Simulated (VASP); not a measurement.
The system is Ni.

```xyz
2
Lattice="2.4149 0.0000 0.0000 -1.2075 2.0914 0.0000 0.0000 0.0000 4.0178" Properties=species:S:1:pos:R:3 pbc="T T T"
Ni    1.2075    0.6971    3.0133
Ni    0.0000    1.3943    1.0044
```

This cell differs from its parent crystal: volume scaled by 0.96.

Program: VASP 6.6.1. Alike in all runs: task single point; spin collinear, ferromagnetic start; cell as given; k mesh 12 × 12 × 7; cutoff (eV) 520; smearing fermi-dirac 0.05 eV.

Q: Order these runs on this cell by their pressure, lowest first.
A. level LDA; potentials or basis VASP PAW LDA potentials, release 64 (Ni)
B. level PBE; potentials or basis VASP PAW PBE potentials, release 64 (Ni)
C. level r2SCAN; potentials or basis VASP PAW PBE potentials, release 64 (Ni)
D. level PBEsol; potentials or basis VASP PAW PBE potentials, release 64 (Ni)

A: A (-2.2 GPa), D (6.3 GPa), C (9.4 GPa), B (17.2 GPa).

Caveats: the PAW data sets were made with another functional, which shifts forces and pressure a little (some runs).
